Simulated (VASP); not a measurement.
# AlNi: single point with PBEsol

AlNi:

```
Al Ni
1.0
     2.08197   -2.08199    0.00000
     2.08197    2.08199    0.00000
     0.00000    0.00000    2.78333
Al Ni
1 1
Direct
  0.00000 0.00000 0.00000
  0.50000 0.50000 0.50000
```

This cell differs from its parent crystal: strain +0.030 along x and y, -0.030 along z.

```
Program             : VASP 6.6.1
Task                : single point
Functional          : PBEsol
Potentials or basis : VASP PAW PBE potentials, release 64 (Al, Ni)
Cutoff              : 520 eV
k mesh              : 20 × 20 × 20
Occupations         : gaussian, width 0.15 eV
Spin                : no spin polarisation
```

```
Pressure : -4.2 GPa
```

Stress tensor (GPa, compression positive):
```
-5.84  0.00  0.00
 0.00 -5.84  0.00
 0.00  0.00 -0.89
```

Levels at points of the mesh, in eV from the Fermi level:
| k point | band 3 | band 4 | band 5 | band 6 | band 7 | band 8 | band 9 | band 10 | band 11 | band 12 |
| --- | --- | --- | --- | --- | --- | --- | --- | --- | --- | --- |
| (0.00, 0.00, 0.00) | -3.19 | -1.63 | -1.46 | -1.46 | 4.80 | 4.80 | 6.84 | 7.88 | 8.18 | 13.73 |
| (0.50, 0.00, 0.00) | -2.77 | -2.33 | -2.01 | -1.39 | -0.78 | 8.19 | 9.25 | 10.09 | 11.18 | 11.78 |
| (0.50, 0.50, 0.00) | -3.09 | -3.09 | -1.89 | -1.89 | -1.08 | 1.09 | 2.12 | 13.16 | 15.90 | 15.94 |
| (0.00, 0.00, 0.50) | -2.65 | -2.32 | -2.32 | -1.51 | -0.37 | 8.31 | 9.49 | 9.49 | 10.67 | 10.67 |
| (0.50, 0.00, 0.50) | -2.86 | -2.58 | -2.16 | -2.10 | -0.98 | 1.65 | 2.62 | 11.77 | 14.38 | 14.67 |
| (0.50, 0.50, 0.50) | -4.04 | -1.04 | -0.91 | 1.97 | 1.97 | 2.07 | 3.67 | 4.04 | 4.63 | 4.63 |

It took 110 s on 1 thread of Intel(R) Xeon(R) 6975P-C (Granite Rapids), with other jobs on the host, peak memory 0.51 GiB.

Caveat: the cell differs from its parent crystal (strain +0.030 along x and y, -0.030 along z); the PAW data sets were made with another functional, which shifts forces and pressure a little. Spin polarisation is off, so any magnetic state and its effect on volume and gap are missing.
